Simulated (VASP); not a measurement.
# CoSi (Fm-3m) in VASP: further runs, part 2 of 2

VASP 6.6.1.

## Step 3: Relaxation of cell and atoms, PBE

File INCAR:

```
PREC = Accurate ; ENCUT = 600
EDIFF = 1E-6 ; ISMEAR = 0
SIGMA = 0.1 ; LREAL = F
LASPH = T ; NELM = 80
ALGO = Normal ; ISIF = 3
LWAVE = F ; LCHARG = F
GGA = PE ; IBRION = 2
NSW = 100 ; EDIFFG = -0.01
```

File KPOINTS:

```
regular mesh
0
Gamma
  20 20 20
```

File POSCAR:

```
CoSi
1.0
    0.0000000000      2.3304890702      2.3304890702
    2.3304890702      0.0000000000      2.3304890702
    2.3304890702      2.3304890702      0.0000000000
Co Si
1 1
Direct
    0.0000000000      0.0000000000      0.0000000000
    0.5000000000      0.5000000000      0.5000000000
```

Potentials or basis: VASP PAW PBE potentials, release 64 (Co, Si).

The run is started by

```console
$ cat potpaw_PBE.64/Co/POTCAR potpaw_PBE.64/Si/POTCAR > POTCAR
$ mpirun -np 1 vasp_std > vasp.out
```

OUTCAR:

```text
PREC = Accurate
   ENCUT = 600
   EDIFF = 1E-6
   ISMEAR = 0
   LREAL = F
   LASPH = T
   NELM = 80
   ISIF = 3
   GGA = PE
   IBRION = 2
   NSW = 100
   EDIFFG = -0.01

 ion  position               nearest neighbor table
   1  0.000  0.000  0.000-   2 2.33   2 2.33   2 2.33   2 2.33   2 2.33   2 2.33
   2  0.500  0.500  0.500-   1 2.33   1 2.33   1 2.33   1 2.33   1 2.33   1 2.33

  LATTYP: Found a face centered cubic cell.
 ALAT       =     4.6609781404

  Lattice vectors:

 A1 = (   0.0000000000,   2.3304890702,   2.3304890702)
 A2 = (   2.3304890702,   0.0000000000,   2.3304890702)
 A3 = (   2.3304890702,   2.3304890702,   0.0000000000)

Analysis of symmetry for initial positions (statically):
=====================================================================
 Subroutine PRICEL returns:
 Original cell was already a primitive cell.

 Routine SETGRP: Setting up the symmetry group for a
 face centered cubic supercell.

 Subroutine GETGRP returns: Found 48 space group operations
 (whereof 48 operations were pure point group operations)
 out of a pool of 48 trial point group operations.

The static configuration has the point symmetry O_h .

Analysis of symmetry for dynamics (positions and initial velocities):
=====================================================================
 Subroutine PRICEL returns:
 Original cell was already a primitive cell.

 Routine SETGRP: Setting up the symmetry group for a
 face centered cubic supercell.

 Subroutine GETGRP returns: Found 48 space group operations
 (whereof 48 operations were pure point group operations)
 out of a pool of 48 trial point group operations.

The dynamic configuration has the point symmetry O_h .

 Subroutine INISYM returns: Found 48 space group operations
 (whereof 48 operations are pure point group operations),
 and found     1 'primitive' translations

----------------------------------------------------------------------------------------

                                     Primitive cell

  volume of cell :      25.3146

  direct lattice vectors                    reciprocal lattice vectors
     0.000000000  2.330489070  2.330489070    -0.214547241  0.214547241  0.214547241
     2.330489070  0.000000000  2.330489070     0.214547241 -0.214547241  0.214547241
     2.330489070  2.330489070  0.000000000     0.214547241  0.214547241 -0.214547241

  length of vectors
     3.295809250  3.295809250  3.295809250     0.371606722  0.371606722  0.371606722

  position of ions in fractional coordinates (direct lattice)
     0.000000000  0.000000000  0.000000000
     0.500000000  0.500000000  0.500000000

  ion indices of the primitive-cell ions
   primitive index   ion index
                 1           1
                 2           2

----------------------------------------------------------------------------------------

 KPOINTS: regular mesh

Automatic generation of k-mesh.
 Grid dimensions read from file:
 generate k-points for:   20   20   20

 Generating k-lattice:

  Cartesian coordinates                     Fractional coordinates (reciprocal lattice)
    -0.010727362  0.010727362  0.010727362     0.050000000  0.000000000  0.000000000
     0.010727362 -0.010727362  0.010727362     0.000000000  0.050000000  0.000000000
     0.010727362  0.010727362 -0.010727362     0.000000000  0.000000000  0.050000000

  Length of vectors
     0.018580336  0.018580336  0.018580336

  Shift w.r.t. Gamma in fractional coordinates (k-lattice)
     0.000000000  0.000000000  0.000000000

 Subroutine IBZKPT returns following result:
 ===========================================

 Found    256 irreducible k-points:

 Following reciprocal coordinates:
            Coordinates               Weight
  0.000000  0.000000  0.000000      1.000000
  0.050000  0.000000  0.000000      8.000000
  0.100000  0.000000  0.000000      8.000000
  0.150000  0.000000  0.000000      8.000000
  0.200000  0.000000  0.000000      8.000000
  0.250000  0.000000  0.000000      8.000000
[... 16 lines left out ...]
 -0.400000  0.050000  0.000000     24.000000
 -0.350000  0.050000  0.000000     24.000000
 [... further k-points ...]
   k-points           NKPTS =    256   k-points in BZ     NKDIM =    256   number of bands    NBANDS=     10
   number of dos      NEDOS =    301   number of ions     NIONS =      2
   total plane-waves  NPLWV =  21952
   dimension x,y,z NGX =    28 NGY =   28 NGZ =   28
   dimension x,y,z NGXF=    56 NGYF=   56 NGZF=   56
   ions per type =               1   1
   NGX,Y,Z   is equivalent  to a cutoff of  14.12, 14.12, 14.12 a.u.
   NGXF,Y,Z  is equivalent  to a cutoff of  28.25, 28.25, 28.25 a.u.
 SYSTEM =  unknown system
   PREC   = accura    normal or accurate (medium, high low for compatibility)
   ISTART =      0    job   : 0-new  1-cont  2-samecut
   ICHARG =      2    charge: 1-file 2-atom 10-const
   ISPIN  =      1    spin polarized calculation?
   LNONCOLLINEAR =      F non collinear calculations
   LSORBIT =      F    spin-orbit coupling
   LASPH  =      T    aspherical Exc in radial PAW
   ENCUT  =  600.0 eV  44.10 Ry    6.64 a.u.   6.58  6.58  6.58*2*pi/ulx,y,z
   NELM   =     80;   NELMIN=  2; NELMDL= -5     # of ELM steps
   EDIFF  = 0.1E-05   stopping-criterion for ELM
   LREAL  =      F    real-space projection
   EDIFFG = -.1E-01   stopping-criterion for IOM
   NSW    =    100    number of steps for IOM
   IBRION =      2    ionic relax: 0-MD 1-quasi-New 2-CG
   NFREE  =      1    steps in history (QN), initial steepest desc. (CG)
   ISIF   =      3    stress and relaxation
   ISYM   =      2    0-nonsym 1-usesym 2-fastsym
   POTIM  = 0.5000    time-step for ionic-motion
   TEBEG  =    0.0;   TEEND  =   0.0 temperature during run
   PSTRESS=    0.0 pullay stress
   NELECT =      13.0000    total number of electrons
   NUPDOWN=      -1.0000    fix difference up-down
   EMIN   =  10.00;   EMAX   =-10.00  energy-range for DOS
   EFERMI =   0.00;   METHOD = LEGACY
   ISMEAR =     0;   SIGMA  =   0.10  broadening in eV -4-tet -1-fermi 0-gaus
   EFERMI_NEDOS =   21; number of points for ismear=-14 and -15
   IALGO  =     38    algorithm
   IMIX   =      4    mixing-type and parameters
     AMIX     =   0.40;   BMIX     =  1.00
     AMIX_MAG =   1.60;   BMIX_MAG =  1.00
  volume/ion in A,a.u.               =      12.66        85.42
  Fermi-wavevector in a.u.,A,eV,Ry     =   1.310988  2.477409 23.384208  1.718691
  Thomas-Fermi vector in A             =   2.441481
   LORBIT       =      0    0 simple, 1 ext, 2 COOP (PROOUT), +10 PAW based schemes
   GGA     = PE    functional components
   LHFCALC =     F    Hartree Fock is set to
   AEXX    =    0.0000 exact exchange contribution
   IVDW    =     0    specifies the selected vdW correction
   LEPSILON=     F    determine dielectric tensor
   LRPA    =     F    only Hartree local field effects (RPA)
 conjugate gradient relaxation of ions
 non-spin polarized calculation
 Gauss-broadening in eV      SIGMA  =   0.10
  energy-cutoff  :      600.00
  volume of cell :       25.31
 maximum number of plane-waves:       875
   NGX = 13   NGY = 13   NGZ = 13

 number of electron      12.9999997 magnetization

 Free energy of the ion-electron system (eV)
  ---------------------------------------------------
  ext. energy  EPLUGINS =         0.00000000
  ---------------------------------------------------
  free energy    TOTEN  =       -12.28603610 eV

  energy without entropy =      -12.27893823  energy(sigma->0) =      -12.28248717

 E-fermi :   9.8247     XC(G=0): -12.0376

 val. band max:        9.8203914048   @ k =   0.4500   0.2500   0.0000
 cond. band min:       9.8284404371   @ k =  -0.2500   0.4500   0.2000
 fundamental gap:      0.0080490323
 Fermi energy:         9.8247077312

 k-point     1 :       0.0000    0.0000    0.0000
  band No.  band energies     occupation
      1      -2.3520      2.00000
      2       7.9268      2.00000
      3       7.9268      2.00000
      4       7.9268      2.00000
      5       8.0134      2.00000
      6       8.0134      2.00000
      7      14.2211      0.00000
      8      14.2211      0.00000
      9      14.2211      0.00000
     10      20.5734      0.00000
[... 287 lines left out ...]
 k-point    24 :      -0.3500    0.0500    0.0000
  band No.  band energies     occupation
      1       0.3060      2.00000
      2       5.0233      2.00000
      3       7.0273      2.00000
      4       7.0349      2.00000
      5       8.7051      2.00000
      6       8.7942      2.00000
      7       9.9151      0.20102
      8      14.5916      0.00000
      9      16.2562      0.00000
     10      17.2554      0.00000

 [... further k-points ...]
[... 5 lines left out ...]
  --------------------------------------------------------------------------------------
  -------------------------------------------------------------------------------------
  Total        0.0190217      0.0190217      0.0190217     -0.0000000      0.0000000     -0.0000000
  in kB        1.2038954      1.2038954      1.2038954     -0.0000000      0.0000000     -0.0000000
  external PRESSURE =       1.2038954 kB  Pullay stress =       0.0000000 kB

 VOLUME and BASIS-vectors are now :
 -----------------------------------------------------------------------------
  energy-cutoff  :      600.00
  volume of cell :       25.31
      direct lattice vectors                 reciprocal lattice vectors
     0.000000000  2.330489070  2.330489070    -0.214547241  0.214547241  0.214547241
     2.330489070  0.000000000  2.330489070     0.214547241 -0.214547241  0.214547241
     2.330489070  2.330489070  0.000000000     0.214547241  0.214547241 -0.214547241

 POSITION                                       TOTAL-FORCE (eV/Angst)
 -----------------------------------------------------------------------------------
      0.00000      0.00000      0.00000         0.000000      0.000000     -0.000000
      2.33049      2.33049      2.33049         0.000000     -0.000000      0.000000
 -----------------------------------------------------------------------------------
    total drift:                               -0.000000      0.000000      0.000000

  FREE ENERGIE OF THE ION-ELECTRON SYSTEM (eV)
  ---------------------------------------------------
  free  energy   TOTEN  =       -12.2860361022 eV

  energy  without entropy=      -12.2789382286  energy(sigma->0) =      -12.28248717

 reached required accuracy - stopping structural energy minimisation
```

CONTCAR:

```text
CoSi
   1.00000000000000
     0.0000000000000000    2.3304890702000001    2.3304890702000001
     2.3304890702000001    0.0000000000000000    2.3304890702000001
     2.3304890702000001    2.3304890702000001    0.0000000000000000
  Co              Si
     1     1
Direct
     0.0000000000000000    0.0000000000000000    0.0000000000000000
     0.5000000000000000    0.5000000000000000    0.5000000000000000

  0.00000000E+00  0.00000000E+00  0.00000000E+00
  0.00000000E+00  0.00000000E+00  0.00000000E+00
```

Wall time 73 s (1 thread of Intel Xeon Platinum 8375C at 2.90GHz (Ice Lake), shared host); peak memory 0.23 GiB.

What came out:

```
Free energy             : -12.2860 eV
Pressure after relaxing : 0.1 GPa
Band gap on the k mesh  : zero (an odd number of electrons rules out a gap without spin polarisation)
```

Final structure:
```cif
data_structure
_symmetry_space_group_name_H-M 'P 1'
_symmetry_Int_Tables_number 1
_cell_length_a 3.2958
_cell_length_b 3.2958
_cell_length_c 3.2958
_cell_angle_alpha 60.000
_cell_angle_beta 60.000
_cell_angle_gamma 60.000
_cell_volume 25.31
loop_
_atom_site_label
_atom_site_type_symbol
_atom_site_fract_x
_atom_site_fract_y
_atom_site_fract_z
_atom_site_occupancy
Co1 Co 0.00000 0.00000 0.00000 1
Si1 Si 0.50000 0.50000 0.50000 1
```

Levels at points of the mesh, in eV from the Fermi level:
```tsv
k point	band 3	band 4	band 5	band 6	band 7	band 8	band 9	band 10
(0.00, 0.00, 0.00)	-1.90	-1.90	-1.81	-1.81	4.40	4.40	4.40	10.75
(0.50, 0.00, 0.00)	-2.94	-2.94	-0.89	-0.89	-0.22	6.55	6.55	6.79
(0.50, 0.50, 0.00)	-3.05	-1.36	-0.65	-0.65	0.05	0.05	0.26	4.85
```

Caveat: the relaxation stopped at its first step, so nothing moved; the run has no spin polarisation, though such a crystal can be magnetic. Spin polarisation is off, so any magnetic state and its effect on volume and gap are missing.
